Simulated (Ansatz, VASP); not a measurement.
**BiC2 in VASP and in Ansatz**

```
Bi C
1.0
     3.58379    0.00000    0.00000
    -1.79189    3.10365    0.00000
     0.00000    0.00000    3.86954
Bi C
1 2
Cartesian
  0.0000 0.0000 0.0000
  0.0000 2.0691 1.9348
  1.7919 1.0345 1.9348
```

Alike in both runs: task relaxation of cell and atoms; functional PBE; k mesh 6 × 6 × 4; occupations gaussian, width 0.1 eV; no spin polarisation.

|  | VASP | Ansatz |
| --- | --- | --- |
| version | VASP 6.6.1 | Ansatz 0.2.0 |
| potentials or method | VASP PAW PBE potentials, release 64 (Bi_d, C), cutoff 600 eV | scalar-relativistic, plane waves, PAW |
| valence electrons in the cell | 23 | 23 |

```csv
,VASP,Ansatz,Ansatz less VASP
"gap on the k mesh at the Fermi level, each at its own relaxed structure (eV)",none,none,-
relaxed volume (Å³/atom),14.16,16.46,+2.299
relaxed length of the cell vector where the two differ most in proportion (Å),6.355,7.387,+1.0326
```

A gap of «none» marks a metal or a gap that the smearing closes. One of these differences is far larger than is usual between the two programs; its cause wasn't traced.

The k mesh is coarse, so the values compare programs but aren't converged. Neither program's run includes spin-orbit coupling.
